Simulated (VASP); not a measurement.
**Cu2H3: relaxation of cell and atoms with PBE**

Cu2H3:

```
Cu H
1.0
     4.07603    0.00000    0.00000
    -2.03801    3.52994    0.00000
     0.00000    0.00000    3.18397
Cu H
2 3
Direct
  0.33333 0.66667 0.50000
  0.66667 0.33333 0.50000
  0.33333 0.66667 0.00000
  0.66667 0.33333 0.00000
  0.00000 0.00000 0.50000
```

The cell was built from a structure type or drawn by symmetry, and may not be a known phase.

```
Program                : VASP 6.6.1
Task                   : relaxation of cell and atoms
Functional             : PBE
Potentials or basis    : VASP PAW PBE potentials, release 64 (Cu, H)
Cutoff                 : 600 eV
k mesh                 : 12 × 12 × 12
Occupations            : gaussian, width 0.1 eV
Spin                   : no spin polarisation
Dipole correction      : no
Further INCAR settings : ALGO = Normal; EDIFF = 1e-07; IBRION = 2; EDIFFG = -0.01; NSW = 100; ISIF = 3
```

The relaxed volume is 9.23 Å³/atom and the relaxed cell is a = 4.096 Å, b = 4.096 Å, c = 3.176 Å, α = 90.00°, β = 90.00°, γ = 120.00°. The space group after relaxing (to 0.1 Å) is P6/mmm (No. 191), the energy gained by relaxing is 0.2 meV/atom and the ionic steps are 6. The pressure after relaxing is 0.0 GPa and the band gap on the k mesh is zero (an odd number of electrons rules out a gap without spin polarisation).

Step by step:
| step | energy change (eV) | largest force (eV/Å) | pressure (GPa) | volume (Å³) |
| --- | --- | --- | --- | --- |
| 1 | 0.0000 | 0.0000 | 0.29 | 45.81 |
| 2 | -0.0007 | 0.0000 | 0.25 | 45.92 |
| 3 | -0.0010 | 0.0000 | 0.15 | 46.03 |
| 4 | -0.0008 | 0.0000 | -0.03 | 46.23 |
| 5 | -0.0011 | 0.0000 | 0.10 | 46.09 |
| 6 | -0.0011 | 0.0000 | 0.00 | 46.14 |

Final structure:
```cif
data_structure
_symmetry_space_group_name_H-M 'P 1'
_symmetry_Int_Tables_number 1
_cell_length_a 4.0956
_cell_length_b 4.0956
_cell_length_c 3.1763
_cell_angle_alpha 90.000
_cell_angle_beta 90.000
_cell_angle_gamma 120.000
_cell_volume 46.14
loop_
_atom_site_label
_atom_site_type_symbol
_atom_site_fract_x
_atom_site_fract_y
_atom_site_fract_z
_atom_site_occupancy
Cu1 Cu 0.33333 0.66667 0.50000 1
Cu2 Cu 0.66667 0.33333 0.50000 1
H1 H 0.33333 0.66667 0.00000 1
H2 H 0.66667 0.33333 0.00000 1
H3 H 0.00000 0.00000 0.50000 1
```

Levels at points of the mesh, in eV from the Fermi level:
```csv
k point,band 9,band 10,band 11,band 12,band 13,band 14,band 15,band 16
"(0.00, 0.00, 0.00)",-2.89,-2.23,-2.23,1.12,2.25,4.84,4.84,7.35
"(0.50, 0.00, 0.00)",-2.42,-2.14,-1.94,-1.45,1.15,2.02,8.53,8.82
"(0.00, 0.00, 0.50)",-2.42,-2.42,-2.41,-2.37,-0.68,3.66,7.51,7.51
"(0.50, 0.00, 0.50)",-2.15,-2.10,-1.97,-1.92,-1.84,-0.05,4.49,4.83
```

Run time: 10 min on 1 thread of Intel Xeon 8259CL, with other jobs on the host, peak memory 0.27 GiB.
